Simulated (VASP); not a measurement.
## Sn: single point with LDA

The system is Sn.

```
CELL_PARAMETERS angstrom
-1.89465 1.89465 1.89465
1.89465 -1.89465 1.89465
1.89465 1.89465 -1.89465
ATOMIC_POSITIONS crystal
Sn 0.00000 0.00000 0.00000
```

```yaml
Program: VASP 6.6.1
Task: single point
Functional: LDA
Potentials_or_basis: VASP PAW LDA potentials, release 64 (Sn_d)
Cutoff: 500 eV
k_mesh: 6 × 6 × 6
Occupations: gaussian, width 0.1 eV
Spin: no spin polarisation
Dipole_correction: no
Further_INCAR_settings: ALGO = Normal; EDIFF = 1e-06; NBANDS = 13
```

| Quantity | Value |
| --- | --- |
| Pressure | -3.5 GPa |
| Band gap on the k mesh | zero (band 7 reaches 15.63 eV, above the bottom of band 8 at 5.37 eV) |

Levels at points of the mesh, in eV from the Fermi level:
| k point | band 3 | band 4 | band 5 | band 6 | band 7 | band 8 | band 9 | band 10 | band 11 | band 12 |
| --- | --- | --- | --- | --- | --- | --- | --- | --- | --- | --- |
| (0.00, 0.00, 0.00) | -21.59 | -21.44 | -21.44 | -11.23 | 7.69 | 7.69 | 7.69 | 12.08 | 12.08 | 12.08 |
| (0.50, 0.00, 0.00) | -21.45 | -21.45 | -21.36 | -6.61 | -4.52 | 3.40 | 5.27 | 7.89 | 8.22 | 14.82 |
| (0.50, 0.50, 0.50) | -21.38 | -21.38 | -21.38 | -2.75 | -0.62 | -0.62 | -0.62 | 3.83 | 3.83 | 18.08 |

Run time: 6.1 s on 1 thread of Intel Xeon 8259CL, with other jobs on the host, peak memory 0.12 GiB.

Caveat: the k points lie up to 0.39 Å⁻¹ apart; spin-orbit coupling is left out, which moves the levels of the heavy elements.
